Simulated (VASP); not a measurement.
# Li2S (Fm-3m) in VASP: further runs

Aim: see how the results for Li2S move with the level of theory and the settings. Levels: revPBE+D3(BJ), PBEsol, PBEsol+D3(BJ). Tasks: single point.

Program: VASP 6.6.1. These are calculated values, not measurements. Logs are shortened: lines on timing, memory, paths and dates and some standing lists are left out, and cuts for length are marked.

## Step 1: The cell of the first run

It takes space group Fm-3m (No. 225, cubic). Conventional cell: a = 5.574 Å, b = 5.574 Å, c = 5.574 Å, α = 90.00°, β = 90.00°, γ = 90.00°. Li (site symmetry -43m) has 4 S at 2.41 Å and 6 Li at 2.79 Å within 3.2 Å. Within 3.2 Å of S (site symmetry m-3m) lie 8 Li at 2.41 Å.

## Step 2: Single point, revPBE+D3(BJ) (volume scaled by 1.04)

File INCAR:

```
PREC = Accurate ; ENCUT = 750
EDIFF = 1E-6 ; ISMEAR = 0
SIGMA = 0.05 ; LREAL = F
LASPH = T ; NELM = 120
ALGO = Normal ; ISIF = 2
LWAVE = F ; LCHARG = F
GGA = RE ; IVDW = 12
NBANDS = 13 ; GGA_COMPAT = F
```

File KPOINTS:

```
Automatic mesh
0
Gamma
  8 8 8
```

File POSCAR:

```
Li2S
1.0
    0.0000000000      2.7868018744      2.7868018744
    2.7868018744      0.0000000000      2.7868018744
    2.7868018744      2.7868018744      0.0000000000
Li S
2 1
Direct
    0.2500000000      0.2500000000      0.2500000000
    0.7500000000      0.7500000000      0.7500000000
    0.0000000000      0.0000000000      0.0000000000
```

Potentials or basis: VASP PAW PBE potentials, release 64 (Li_sv, S).

Run with:

```bash
$ cat potpaw_PBE.64/Li_sv/POTCAR potpaw_PBE.64/S/POTCAR > POTCAR
$ mpirun -np 1 vasp_std > vasp.out
```

OUTCAR:

```text
PREC = Accurate
   ENCUT = 750
   EDIFF = 1E-6
   ISMEAR = 0
   LREAL = F
   LASPH = T
   NELM = 120
   ISIF = 2
   GGA = RE
   IVDW = 12
 IVDW          = 12

 ion  position               nearest neighbor table
   1  0.250  0.250  0.250-   3 2.41   3 2.41   3 2.41   3 2.41
   2  0.750  0.750  0.750-   3 2.41   3 2.41   3 2.41   3 2.41
   3  0.000  0.000  0.000-   2 2.41   2 2.41   2 2.41   1 2.41   2 2.41   1 2.41   1 2.41   1 2.41

  LATTYP: Found a face centered cubic cell.
 ALAT       =     5.5736037488

  Lattice vectors:

 A1 = (   0.0000000000,   2.7868018744,   2.7868018744)
 A2 = (   2.7868018744,   0.0000000000,   2.7868018744)
 A3 = (   2.7868018744,   2.7868018744,   0.0000000000)

Analysis of symmetry for initial positions (statically):
=====================================================================
 Subroutine PRICEL returns:
 Original cell was already a primitive cell.

 Routine SETGRP: Setting up the symmetry group for a
 face centered cubic supercell.

 Subroutine GETGRP returns: Found 48 space group operations
 (whereof 48 operations were pure point group operations)
 out of a pool of 48 trial point group operations.

The static configuration has the point symmetry O_h .

Analysis of symmetry for dynamics (positions and initial velocities):
=====================================================================
 Subroutine PRICEL returns:
 Original cell was already a primitive cell.

 Routine SETGRP: Setting up the symmetry group for a
 face centered cubic supercell.

 Subroutine GETGRP returns: Found 48 space group operations
 (whereof 48 operations were pure point group operations)
 out of a pool of 48 trial point group operations.

The dynamic configuration has the point symmetry O_h .

 Subroutine INISYM returns: Found 48 space group operations
 (whereof 48 operations are pure point group operations),
 and found     1 'primitive' translations

----------------------------------------------------------------------------------------

                                     Primitive cell

  volume of cell :      43.2861

  direct lattice vectors                    reciprocal lattice vectors
     0.000000000  2.786801874  2.786801874    -0.179417132  0.179417132  0.179417132
     2.786801874  0.000000000  2.786801874     0.179417132 -0.179417132  0.179417132
     2.786801874  2.786801874  0.000000000     0.179417132  0.179417132 -0.179417132

  length of vectors
     3.941133006  3.941133006  3.941133006     0.310759589  0.310759589  0.310759589

  position of ions in fractional coordinates (direct lattice)
     0.250000000  0.250000000  0.250000000
     0.750000000  0.750000000  0.750000000
     0.000000000  0.000000000  0.000000000

  ion indices of the primitive-cell ions
   primitive index   ion index
                 1           1
                 2           2
                 3           3

----------------------------------------------------------------------------------------

 KPOINTS: Automatic mesh

Automatic generation of k-mesh.
 Grid dimensions read from file:
 generate k-points for:    8    8    8

 Generating k-lattice:

  Cartesian coordinates                     Fractional coordinates (reciprocal lattice)
    -0.022427142  0.022427142  0.022427142     0.125000000  0.000000000  0.000000000
     0.022427142 -0.022427142  0.022427142     0.000000000  0.125000000  0.000000000
     0.022427142  0.022427142 -0.022427142     0.000000000  0.000000000  0.125000000

  Length of vectors
     0.038844949  0.038844949  0.038844949

  Shift w.r.t. Gamma in fractional coordinates (k-lattice)
     0.000000000  0.000000000  0.000000000

 Subroutine IBZKPT returns following result:
 ===========================================

 Found     29 irreducible k-points:

 Following reciprocal coordinates:
            Coordinates               Weight
  0.000000  0.000000  0.000000      1.000000
  0.125000  0.000000  0.000000      8.000000
  0.250000  0.000000  0.000000      8.000000
  0.375000  0.000000  0.000000      8.000000
  0.500000  0.000000  0.000000      4.000000
  0.125000  0.125000  0.000000      6.000000
[... 16 lines left out ...]
  0.500000  0.250000  0.125000     48.000000
 -0.375000  0.250000  0.125000     24.000000
 [... further k-points ...]
   k-points           NKPTS =     29   k-points in BZ     NKDIM =     29   number of bands    NBANDS=     13
   number of dos      NEDOS =    301   number of ions     NIONS =      3
   total plane-waves  NPLWV =  46656
   dimension x,y,z NGX =    36 NGY =   36 NGZ =   36
   dimension x,y,z NGXF=    72 NGYF=   72 NGZF=   72
   ions per type =               2   1
   NGX,Y,Z   is equivalent  to a cutoff of  15.19, 15.19, 15.19 a.u.
   NGXF,Y,Z  is equivalent  to a cutoff of  30.37, 30.37, 30.37 a.u.
 SYSTEM =  unknown system
   PREC   = accura    normal or accurate (medium, high low for compatibility)
   ISTART =      0    job   : 0-new  1-cont  2-samecut
   ICHARG =      2    charge: 1-file 2-atom 10-const
   ISPIN  =      1    spin polarized calculation?
   LNONCOLLINEAR =      F non collinear calculations
   LSORBIT =      F    spin-orbit coupling
   LASPH  =      T    aspherical Exc in radial PAW
   ENCUT  =  750.0 eV  55.12 Ry    7.42 a.u.   8.80  8.80  8.80*2*pi/ulx,y,z
   NELM   =    120;   NELMIN=  2; NELMDL= -5     # of ELM steps
   EDIFF  = 0.1E-05   stopping-criterion for ELM
   LREAL  =      F    real-space projection
   EDIFFG = 0.1E-04   stopping-criterion for IOM
   NSW    =      0    number of steps for IOM
   IBRION =     -1    ionic relax: 0-MD 1-quasi-New 2-CG
   NFREE  =      0    steps in history (QN), initial steepest desc. (CG)
   ISIF   =      2    stress and relaxation
   ISYM   =      2    0-nonsym 1-usesym 2-fastsym
   POTIM  = 0.5000    time-step for ionic-motion
   TEBEG  =    0.0;   TEEND  =   0.0 temperature during run
   PSTRESS=    0.0 pullay stress
   NELECT =      12.0000    total number of electrons
   NUPDOWN=      -1.0000    fix difference up-down
   EMIN   =  10.00;   EMAX   =-10.00  energy-range for DOS
   EFERMI =   0.00;   METHOD = LEGACY
   ISMEAR =     0;   SIGMA  =   0.05  broadening in eV -4-tet -1-fermi 0-gaus
   EFERMI_NEDOS =   21; number of points for ismear=-14 and -15
   IALGO  =     38    algorithm
   IMIX   =      4    mixing-type and parameters
     AMIX     =   0.40;   BMIX     =  1.00
     AMIX_MAG =   1.60;   BMIX_MAG =  1.00
  volume/ion in A,a.u.               =      14.43        97.37
  Fermi-wavevector in a.u.,A,eV,Ry     =   1.067462  2.017211 15.503505  1.139475
  Thomas-Fermi vector in A             =   2.203079
   LORBIT       =      0    0 simple, 1 ext, 2 COOP (PROOUT), +10 PAW based schemes
   GGA     = RE    functional components
   LHFCALC =     F    Hartree Fock is set to
   AEXX    =    0.0000 exact exchange contribution
   IVDW    =    12    specifies the selected vdW correction
   LEPSILON=     F    determine dielectric tensor
   LRPA    =     F    only Hartree local field effects (RPA)
 non-spin polarized calculation
 Gauss-broadening in eV      SIGMA  =   0.05
  energy-cutoff  :      750.00
  volume of cell :       43.29
 maximum number of plane-waves:      2044
   NGX = 17   NGY = 17   NGZ = 17

 number of electron      11.9999997 magnetization

 Free energy of the ion-electron system (eV)
  ---------------------------------------------------
  ext. energy  EPLUGINS =         0.00000000
  ---------------------------------------------------
  free energy    TOTEN  =       -11.39882168 eV

  energy without entropy =      -11.39882168  energy(sigma->0) =      -11.39882168

 E-fermi :   2.1636     XC(G=0):  -8.5999

 val. band max:        1.9632533009   @ k =   0.0000   0.0000   0.0000
 cond. band min:       5.4157264351   @ k =   0.5000   0.5000   0.0000
 fundamental gap:      3.4524731342
 Fermi energy:         2.1636167513

 k-point     1 :       0.0000    0.0000    0.0000
  band No.  band energies     occupation
      1     -42.2506      2.00000
      2     -42.1972      2.00000
      3      -9.2372      2.00000
      4       1.9633      2.00000
      5       1.9633      2.00000
      6       1.9633      2.00000
      7       6.7100      0.00000
      8       8.3254      0.00000
      9       8.3254      0.00000
     10       8.3254      0.00000
     11      13.3100      0.00000
     12      13.3100      0.00000
     13      14.8987      0.00000

 k-point     2 :       0.1250    0.0000    0.0000
  band No.  band energies     occupation
      1     -42.2484      2.00000
      2     -42.1992      2.00000
      3      -9.1741      2.00000
      4       1.3351      2.00000
      5       1.8677      2.00000
      6       1.8677      2.00000
      7       7.1328      0.00000
      8       8.5762      0.00000
      9       8.5762      0.00000
     10       8.7312      0.00000
     11      12.3941      0.00000
     12      12.3941      0.00000
     13      15.0660      0.00000

 k-point     3 :       0.2500    0.0000    0.0000
  band No.  band energies     occupation
      1     -42.2422      2.00000
      2     -42.2046      2.00000
      3      -9.0114      2.00000
      4       0.1757      2.00000
      5       1.6618      2.00000
      6       1.6618      2.00000
      7       7.7643      0.00000
      8       8.9115      0.00000
      9       8.9115      0.00000
     10       9.7108      0.00000
     11      12.0479      0.00000
     12      12.0479      0.00000
     13      15.5620      0.00000
[... 305 lines left out ...]
 k-point    23 :       0.5000    0.2500    0.1250
  band No.  band energies     occupation
      1     -42.2309      2.00000
      2     -42.2146      2.00000
      3      -8.7398      2.00000
      4      -0.5340      2.00000
      5       0.6531      2.00000
      6       1.1464      2.00000
      7       7.9012      0.00000
      8       9.0450      0.00000
      9      10.2424      0.00000
     10      10.7194      0.00000
     11      12.3836      0.00000
     12      14.8864      0.00000
     13      16.1511      0.00000

 k-point    24 :      -0.3750    0.2500    0.1250
  band No.  band energies     occupation
      1     -42.2227      2.00000
      2     -42.2226      2.00000
      3      -8.6741      2.00000
      4      -0.7868      2.00000
      5       0.6363      2.00000
      6       0.9861      2.00000
      7       7.9880      0.00000
      8       8.9341      0.00000
      9      10.6595      0.00000
     10      11.3393      0.00000
     11      12.7026      0.00000
     12      14.1639      0.00000
     13      15.7858      0.00000

 [... further k-points ...]

------------------------ aborting loop because EDIFF is reached ----------------------------------------

 Edisp (eV)   -1.65115

 E8    (eV) :    -1.1047

  FORCE on cell =-STRESS in cart. coord.  units (eV):
  Direction    XX          YY          ZZ          XY          YZ          ZX
  --------------------------------------------------------------------------------------
  -------------------------------------------------------------------------------------
  Total      -0.54007    -0.54007    -0.54007     0.00000     0.00000     0.00000
  in kB     -19.99009   -19.99009   -19.99009     0.00000     0.00000     0.00000
  external pressure =      -19.99 kB  Pullay stress =        0.00 kB

 VOLUME and BASIS-vectors are now :
 -----------------------------------------------------------------------------
  energy-cutoff  :      750.00
  volume of cell :       43.29
      direct lattice vectors                 reciprocal lattice vectors
     0.000000000  2.786801874  2.786801874    -0.179417132  0.179417132  0.179417132
     2.786801874  0.000000000  2.786801874     0.179417132 -0.179417132  0.179417132
     2.786801874  2.786801874  0.000000000     0.179417132  0.179417132 -0.179417132

 POSITION                                       TOTAL-FORCE (eV/Angst)
 -----------------------------------------------------------------------------------
      1.39340      1.39340      1.39340        -0.000000     -0.000000     -0.000000
      4.18020      4.18020      4.18020         0.000000     -0.000000      0.000000
      0.00000      0.00000      0.00000        -0.000000      0.000000     -0.000000
 -----------------------------------------------------------------------------------
    total drift:                                0.000000      0.000000      0.000000

  FREE ENERGIE OF THE ION-ELECTRON SYSTEM (eV)
  ---------------------------------------------------
  free  energy   TOTEN  =       -13.0499674216 eV

  energy  without entropy=      -13.0499674216  energy(sigma->0) =      -13.04996742
```

It took 59 s on 1 thread of AMD EPYC 7R13, shared host; peak memory 0.18 GiB.

Results:

- Free energy: -13.0500 eV
- Pressure: -2.0 GPa
- Band gap on the k mesh: 3.45 eV, indirect (least direct gap 4.75 eV)
- Dispersion energy per atom: -0.550 eV

Levels at points of the mesh, in eV from the valence-band top:
| k point | band 2 | band 3 | band 4 | band 5 | band 6 | band 7 | band 8 | band 9 | band 10 | band 11 |
| --- | --- | --- | --- | --- | --- | --- | --- | --- | --- | --- |
| (0.00, 0.00, 0.00) | -44.16 | -11.20 | 0.00 | 0.00 | 0.00 | 4.75 | 6.36 | 6.36 | 6.36 | 11.35 |
| (0.50, 0.00, 0.00) | -44.19 | -10.71 | -3.06 | -0.55 | -0.55 | 6.52 | 6.70 | 6.70 | 8.87 | 13.29 |
| (0.50, 0.50, 0.00) | -44.18 | -10.57 | -2.29 | -1.53 | -1.53 | 3.45 | 7.33 | 11.73 | 11.73 | 12.85 |

Caveat: the cell differs from its parent crystal (volume scaled by 1.04); the PAW data sets were made with another functional, which shifts forces and pressure a little.

## Step 3: Single point, PBEsol (volume scaled by 0.96)

File INCAR:

```
SYSTEM = Li2S
  PREC = Accurate
  ENCUT = 750
  EDIFF = 1E-6
  ISMEAR = 0
  SIGMA = 0.05
  LREAL = .FALSE.
  LASPH = .TRUE.
  NELM = 120
  ALGO = Normal
  ISIF = 2
  LWAVE = .FALSE.
  LCHARG = .TRUE.
  GGA = PS
  LELF = .TRUE.
  LVHAR = .TRUE.
  NBANDS = 13
  GGA_COMPAT = .FALSE.
```

File KPOINTS:

```
regular mesh
0
G
  8 8 8
  0 0 0
```

File POSCAR:

```
Li2S
1.0
    0.0000000000      2.7894245739      2.7894245739
    2.7894245739      0.0000000000      2.7894245739
    2.7894245739      2.7894245739      0.0000000000
Li S
2 1
Direct
    0.2500000000      0.2500000000      0.2500000000
    0.7500000000      0.7500000000      0.7500000000
    0.0000000000      0.0000000000      0.0000000000
```

Potentials or basis: VASP PAW PBE potentials, release 64 (Li_sv, S).

Run with:

```bash
$ cat potpaw_PBE.64/Li_sv/POTCAR potpaw_PBE.64/S/POTCAR > POTCAR
$ mpirun -np 1 vasp_std > vasp.out
```

It took 52 s on 1 thread of AMD EPYC 7R13, shared host; peak memory 0.17 GiB.

Results (log left out):

| Property | Result |
| --- | --- |
| Free energy | -12.3657 eV |
| Pressure | 1.8 GPa |
| Band gap on the k mesh | 3.17 eV, indirect (least direct gap 4.43 eV) |

Levels at points of the mesh, in eV from the valence-band top:
```tsv
k point	band 2	band 3	band 4	band 5	band 6	band 7	band 8	band 9	band 10	band 11
(0.00, 0.00, 0.00)	-43.33	-11.20	0.00	0.00	0.00	4.43	6.17	6.17	6.17	11.30
(0.50, 0.00, 0.00)	-43.35	-10.70	-3.14	-0.56	-0.56	6.30	6.50	6.50	8.54	13.13
(0.50, 0.50, 0.00)	-43.34	-10.56	-2.33	-1.58	-1.58	3.17	7.19	11.43	11.43	12.69
```

Caveat: the cell differs from its parent crystal (volume scaled by 0.96); the PAW data sets were made with another functional, which shifts forces and pressure a little. A k mesh can miss the band edges.

## Step 4: Single point, PBEsol+D3(BJ)

This run uses another cell than the first one, of 15.14 Å³/atom, 1.049 times its volume.

File INCAR:

```
ALGO     = Normal         # electronic algorithm
EDIFF    = 1E-6           # SCF threshold, eV
ENCUT    = 750            # plane-wave cutoff, eV
GGA      = PS             # functional
GGA_COMPAT= False        
ISIF     = 2              # what is computed and relaxed
ISMEAR   = 0              # smearing method
IVDW     = 12             # dispersion correction
LASPH    = True           # aspherical terms in the spheres
LCHARG   = False          # write CHGCAR
LREAL    = False          # projectors in reciprocal space
LWAVE    = False          # write WAVECAR
NBANDS   = 13             # bands
NELM     = 120            # most SCF steps
PREC     = Accurate       # precision mode
SIGMA    = 0.05           # smearing width, eV
```

File KPOINTS:

```
k-points
0
Gamma
  8 8 8
```

File POSCAR:

```
Li2S
1.0
    0.0000000000      2.8319356863      2.8319356863
    2.8319356863      0.0000000000      2.8319356863
    2.8319356863      2.8319356863      0.0000000000
Li S
2 1
Direct
    0.2500000000      0.2500000000      0.2500000000
    0.7500000000      0.7500000000      0.7500000000
    0.0000000000      0.0000000000      0.0000000000
```

Run with:

```bash
$ cat potpaw_PBE.64/Li_sv/POTCAR potpaw_PBE.64/S/POTCAR > POTCAR
$ mpirun -np 1 vasp_std > vasp.out
```

It took 46 s on 1 thread of AMD EPYC 7R13, shared host; peak memory 0.18 GiB.

Results (log left out):

```
Free energy                : -13.0631 eV
Pressure                   : -2.7 GPa
Band gap on the k mesh     : 3.21 eV, indirect (least direct gap 4.19 eV)
Dispersion energy per atom : -0.229 eV
```

Levels at points of the mesh, in eV from the valence-band top:
| k point | band 3 | band 4 | band 5 | band 6 | band 7 | band 8 | band 9 | band 10 |
| --- | --- | --- | --- | --- | --- | --- | --- | --- |
| (0.00, 0.00, 0.00) | -11.07 | 0.00 | 0.00 | 0.00 | 4.19 | 6.16 | 6.16 | 6.16 |
| (0.50, 0.00, 0.00) | -10.61 | -2.99 | -0.53 | -0.53 | 6.08 | 6.49 | 6.49 | 8.32 |
| (0.50, 0.50, 0.00) | -10.48 | -2.23 | -1.48 | -1.48 | 3.21 | 7.07 | 11.10 | 11.10 |

Caveat: the PAW data sets were made with another functional, which shifts forces and pressure a little. PBEsol gaps usually lie below the measured ones, often by a third to a half.

## Step 5: Summary

```csv
level,cell,gap on the mesh (eV),pressure (GPa)
revPBE+D3(BJ),"a = 3.941 Å, angles 60.0°, 3 atoms",3.45,-2.0
PBEsol,"a = 3.945 Å, angles 60.0°, 3 atoms",3.17,1.8
PBEsol+D3(BJ),"a = 4.005 Å, angles 60.0°, 3 atoms",3.21,-2.7
```

Alike in all rows: task single point; potentials or basis VASP PAW PBE potentials, release 64 (Li_sv, S); no spin polarisation; k mesh 8 × 8 × 8; cutoff (eV) 750; smearing gaussian 0.05 eV.

Caveats: the PAW data sets were made with another functional, which shifts forces and pressure a little.

Absolute energies hang on the potentials; compare differences alone.
